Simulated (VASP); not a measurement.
# W (Im-3m) in VASP: a series of runs, part 2 of 3

VASP 6.6.1. The steps go on from the part before.

### 3 Single point, PBE

This run uses another cell than the first one, of 16.14 Å³/atom, 0.893 times its volume.

Contents of INCAR:

```
PREC     = Accurate       # precision mode
ENCUT    = 520            # plane-wave cutoff, eV
EDIFF    = 1E-6           # SCF threshold, eV
ISMEAR   = 1              # smearing method
SIGMA    = 0.2            # smearing width, eV
LREAL    = F              # projectors in reciprocal space
LASPH    = T              # aspherical terms in the spheres
NELM     = 100            # most SCF steps
ALGO     = Normal         # electronic algorithm
ISIF     = 2              # what is computed and relaxed
LWAVE    = F              # write WAVECAR
LCHARG   = F              # write CHGCAR
GGA      = PE             # functional
NBANDS   = 13             # bands
```

Contents of KPOINTS:

```
regular mesh
0
Gamma
  14 14 14
```

Contents of POSCAR:

```
W
1.0
   -1.5921723362      1.5921723362      1.5921723362
    1.5921723362     -1.5921723362      1.5921723362
    1.5921723362      1.5921723362     -1.5921723362
W
1
Direct
    0.0000000000      0.0000000000      0.0000000000
```

Potentials or basis: VASP PAW PBE potentials, release 64 (W_sv).

Launch:

```
$ cat potpaw_PBE.64/W_sv/POTCAR > POTCAR
$ mpirun -np 1 vasp_std > vasp.out
```

OUTCAR:

```text
PREC = Accurate
   ENCUT = 520
   EDIFF = 1E-6
   ISMEAR = 1
   LREAL = F
   LASPH = T
   NELM = 100
   ISIF = 2
   GGA = PE

 ion  position               nearest neighbor table
   1  0.000  0.000  0.000-

  LATTYP: Found a body centered cubic cell.
 ALAT       =     3.1843446724

  Lattice vectors:

 A1 = (  -1.5921723362,   1.5921723362,   1.5921723362)
 A2 = (   1.5921723362,  -1.5921723362,   1.5921723362)
 A3 = (   1.5921723362,   1.5921723362,  -1.5921723362)

Analysis of symmetry for initial positions (statically):
=====================================================================
 Subroutine PRICEL returns:
 Original cell was already a primitive cell.

 Routine SETGRP: Setting up the symmetry group for a
 body centered cubic supercell.

 Subroutine GETGRP returns: Found 48 space group operations
 (whereof 48 operations were pure point group operations)
 out of a pool of 48 trial point group operations.

The static configuration has the point symmetry O_h .

Analysis of symmetry for dynamics (positions and initial velocities):
=====================================================================
 Subroutine PRICEL returns:
 Original cell was already a primitive cell.

 Routine SETGRP: Setting up the symmetry group for a
 body centered cubic supercell.

 Subroutine GETGRP returns: Found 48 space group operations
 (whereof 48 operations were pure point group operations)
 out of a pool of 48 trial point group operations.

The dynamic configuration has the point symmetry O_h .

 Subroutine INISYM returns: Found 48 space group operations
 (whereof 48 operations are pure point group operations),
 and found     1 'primitive' translations

----------------------------------------------------------------------------------------

                                     Primitive cell

  volume of cell :      16.1447

  direct lattice vectors                    reciprocal lattice vectors
    -1.592172336  1.592172336  1.592172336     0.000000000  0.314036357  0.314036357
     1.592172336 -1.592172336  1.592172336     0.314036357  0.000000000  0.314036357
     1.592172336  1.592172336 -1.592172336     0.314036357  0.314036357  0.000000000

  length of vectors
     2.757723381  2.757723381  2.757723381     0.444114475  0.444114475  0.444114475

  position of ions in fractional coordinates (direct lattice)
     0.000000000  0.000000000  0.000000000

  ion indices of the primitive-cell ions
   primitive index   ion index
                 1           1

----------------------------------------------------------------------------------------

 KPOINTS: regular mesh

Automatic generation of k-mesh.
 Grid dimensions read from file:
 generate k-points for:   14   14   14

 Generating k-lattice:

  Cartesian coordinates                     Fractional coordinates (reciprocal lattice)
     0.000000000  0.022431168  0.022431168     0.071428571  0.000000000  0.000000000
     0.022431168  0.000000000  0.022431168     0.000000000  0.071428571  0.000000000
     0.022431168  0.022431168  0.000000000     0.000000000  0.000000000  0.071428571

  Length of vectors
     0.031722462  0.031722462  0.031722462

  Shift w.r.t. Gamma in fractional coordinates (k-lattice)
     0.000000000  0.000000000  0.000000000

 Subroutine IBZKPT returns following result:
 ===========================================

 Found    104 irreducible k-points:

 Following reciprocal coordinates:
            Coordinates               Weight
  0.000000  0.000000  0.000000      1.000000
  0.071429  0.000000  0.000000     12.000000
  0.142857  0.000000  0.000000     12.000000
  0.214286  0.000000  0.000000     12.000000
  0.285714  0.000000  0.000000     12.000000
  0.357143  0.000000  0.000000     12.000000
[... 16 lines left out ...]
  0.285714  0.285714  0.000000     24.000000
  0.357143  0.285714  0.000000     24.000000
 [... further k-points ...]
   k-points           NKPTS =    104   k-points in BZ     NKDIM =    104   number of bands    NBANDS=     13
   number of dos      NEDOS =    301   number of ions     NIONS =      1
   total plane-waves  NPLWV =  13824
   dimension x,y,z NGX =    24 NGY =   24 NGZ =   24
   dimension x,y,z NGXF=    48 NGYF=   48 NGZF=   48
   ions per type =               1
   NGX,Y,Z   is equivalent  to a cutoff of  14.47, 14.47, 14.47 a.u.
   NGXF,Y,Z  is equivalent  to a cutoff of  28.94, 28.94, 28.94 a.u.
 SYSTEM =  unknown system
   PREC   = accura    normal or accurate (medium, high low for compatibility)
   ISTART =      0    job   : 0-new  1-cont  2-samecut
   ICHARG =      2    charge: 1-file 2-atom 10-const
   ISPIN  =      1    spin polarized calculation?
   LNONCOLLINEAR =      F non collinear calculations
   LSORBIT =      F    spin-orbit coupling
   LASPH  =      T    aspherical Exc in radial PAW
   ENCUT  =  520.0 eV  38.22 Ry    6.18 a.u.   5.13  5.13  5.13*2*pi/ulx,y,z
   NELM   =    100;   NELMIN=  2; NELMDL= -5     # of ELM steps
   EDIFF  = 0.1E-05   stopping-criterion for ELM
   LREAL  =      F    real-space projection
   EDIFFG = 0.1E-04   stopping-criterion for IOM
   NSW    =      0    number of steps for IOM
   IBRION =     -1    ionic relax: 0-MD 1-quasi-New 2-CG
   NFREE  =      0    steps in history (QN), initial steepest desc. (CG)
   ISIF   =      2    stress and relaxation
   ISYM   =      2    0-nonsym 1-usesym 2-fastsym
   POTIM  = 0.5000    time-step for ionic-motion
   TEBEG  =    0.0;   TEEND  =   0.0 temperature during run
   PSTRESS=    0.0 pullay stress
   NELECT =      14.0000    total number of electrons
   NUPDOWN=      -1.0000    fix difference up-down
   EMIN   =  10.00;   EMAX   =-10.00  energy-range for DOS
   EFERMI =   0.00;   METHOD = LEGACY
   ISMEAR =     1;   SIGMA  =   0.20  broadening in eV -4-tet -1-fermi 0-gaus
   EFERMI_NEDOS =   21; number of points for ismear=-14 and -15
   IALGO  =     38    algorithm
   IMIX   =      4    mixing-type and parameters
     AMIX     =   0.40;   BMIX     =  1.00
     AMIX_MAG =   1.60;   BMIX_MAG =  1.00
  volume/ion in A,a.u.               =      16.14       108.95
  Fermi-wavevector in a.u.,A,eV,Ry     =   1.561136  2.950119 33.159384  2.437146
  Thomas-Fermi vector in A             =   2.664246
   LORBIT       =      0    0 simple, 1 ext, 2 COOP (PROOUT), +10 PAW based schemes
   GGA     = PE    functional components
   LHFCALC =     F    Hartree Fock is set to
   AEXX    =    0.0000 exact exchange contribution
   IVDW    =     0    specifies the selected vdW correction
   LEPSILON=     F    determine dielectric tensor
   LRPA    =     F    only Hartree local field effects (RPA)
 non-spin polarized calculation
 Methfessel and Paxton  Order N= 1 SIGMA  =   0.20
  energy-cutoff  :      520.00
  volume of cell :       16.14
 maximum number of plane-waves:       466
 NGX is ok and might be reduce to    24
   NGX = 11   NGY = 11   NGZ = 11

 number of electron      14.0000002 magnetization

 Free energy of the ion-electron system (eV)
  ---------------------------------------------------
  ext. energy  EPLUGINS =         0.00000000
  ---------------------------------------------------
  free energy    TOTEN  =       -12.94758910 eV

  energy without entropy =      -12.94554626  energy(sigma->0) =      -12.94690815

 E-fermi :  11.2632     XC(G=0): -13.5396

 val. band max:       11.1902540264   @ k =   0.5000   0.5000   0.2143
 cond. band min:      11.2666110803   @ k =  -0.4286   0.5000   0.2857
 fundamental gap:      0.0763570539
 Fermi energy:        11.2631943175

 k-point     1 :       0.0000    0.0000    0.0000
  band No.  band energies     occupation
      1     -63.0433      2.00000
      2     -26.6301      2.00000
      3     -26.6301      2.00000
      4     -26.6301      2.00000
      5       1.6453      2.00000
      6       9.9739      2.00000
      7       9.9739      2.00000
      8       9.9739      2.00000
      9      13.3920     -0.00000
     10      13.3920     -0.00000
     11      25.6569      0.00000
     12      25.6569      0.00000
     13      25.6569      0.00000
[... 353 lines left out ...]
 k-point    24 :       0.3571    0.2857    0.0000
  band No.  band energies     occupation
      1     -62.9051      2.00000
      2     -27.5607      2.00000
      3     -27.3761      2.00000
      4     -26.7821      2.00000
      5       6.8172      2.00000
      6       8.2275      2.00000
      7       8.9098      2.00000
      8      13.6061     -0.00000
      9      14.1854     -0.00000
     10      19.3233      0.00000
     11      21.1653      0.00000
     12      23.1983      0.00000
     13      28.0908      0.00000

 [... further k-points ...]

------------------------ aborting loop because EDIFF is reached ----------------------------------------

  FORCE on cell =-STRESS in cart. coord.  units (eV):
  Direction    XX          YY          ZZ          XY          YZ          ZX
  --------------------------------------------------------------------------------------
  -------------------------------------------------------------------------------------
  Total        0.0681667      0.0681667      0.0681667     -0.0000000     -0.0000000      0.0000000
  in kB        6.7647683      6.7647683      6.7647683     -0.0000000     -0.0000000      0.0000000
  external PRESSURE =       6.7647683 kB  Pullay stress =       0.0000000 kB

 VOLUME and BASIS-vectors are now :
 -----------------------------------------------------------------------------
  energy-cutoff  :      520.00
  volume of cell :       16.14
      direct lattice vectors                 reciprocal lattice vectors
    -1.592172336  1.592172336  1.592172336     0.000000000  0.314036357  0.314036357
     1.592172336 -1.592172336  1.592172336     0.314036357  0.000000000  0.314036357
     1.592172336  1.592172336 -1.592172336     0.314036357  0.314036357  0.000000000

 POSITION                                       TOTAL-FORCE (eV/Angst)
 -----------------------------------------------------------------------------------
      0.00000      0.00000      0.00000        -0.000000     -0.000000      0.000000
 -----------------------------------------------------------------------------------
    total drift:                                0.000000      0.000000     -0.000000

  FREE ENERGIE OF THE ION-ELECTRON SYSTEM (eV)
  ---------------------------------------------------
  free  energy   TOTEN  =       -12.9475890981 eV

  energy  without entropy=      -12.9455462551  energy(sigma->0) =      -12.94690815
```

Run time: 16 s. Hardware: 1 thread of Intel Xeon 8259CL, shared host; peak memory 0.15 GiB.

Results:

```yaml
Free_energy: -12.9476 eV
Pressure: 0.7 GPa
Band_gap_on_the_k_mesh: zero (band 7 reaches 16.20 eV, above the bottom of band 8 at 9.97 eV)
```

Levels at points of the mesh, in eV from the Fermi level:
```csv
k point,band 4,band 5,band 6,band 7,band 8,band 9,band 10,band 11
"(0.00, 0.00, 0.00)",-37.89,-9.62,-1.29,-1.29,-1.29,2.13,2.13,14.39
"(0.50, 0.00, 0.00)",-37.90,-6.24,-3.57,0.53,2.01,2.97,5.89,10.70
"(0.50, 0.50, 0.50)",-38.74,-5.77,-5.77,4.94,4.94,4.94,8.02,8.02
```

Caveat: spin-orbit coupling is left out, which moves the levels of the heavy elements.

(Part 2 of 3 ends here.)
